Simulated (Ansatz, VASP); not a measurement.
One calculation of SiB5, two programs

```xyz
6
Lattice="4.3904 0.0000 0.0000 -2.1952 3.8022 0.0000 0.0000 0.0000 2.7784" Properties=species:S:1:pos:R:3 pbc="T T T"
Si    0.0000    0.0000    0.0000
B    -1.2401    2.1479    1.3892
B     2.4802    0.0000    1.3892
B     0.9551    1.6543    1.3892
B     2.1952    1.2674    0.0000
B     0.0000    2.5348    0.0000
```

Change from the starting cell: species swapped into the Mg5Zn type (P-62m, No. 189).

Alike in both runs: functional PBE; k mesh 4 × 4 × 4; occupations gaussian, width 0.2 eV; no spin polarisation.

Ansatz relaxed the structure, and its values are those at the end. VASP's run is a single point on that final structure, the one shown.

|  | VASP | Ansatz |
| --- | --- | --- |
| version | VASP 6.6.1 | Ansatz 0.2.0 |
| potentials or method | VASP PAW PBE potentials, release 64 (Si, B), cutoff 500 eV | scalar-relativistic, plane waves, PAW |
| valence electrons in the cell | 19 | 19 |

|  | VASP | Ansatz | Ansatz less VASP |
| --- | --- | --- | --- |
| gap on the k mesh at the Fermi level (eV) | none | none | - |
| pressure (GPa) | 0.0 | 0.0 | +0.02 |
| rms of the force components (eV/Å) | 0.007 | 0.006 | -0.0007 |

A gap of «none» marks a metal or a gap that the smearing closes.

The k mesh is coarse, so the values compare programs but aren't converged.
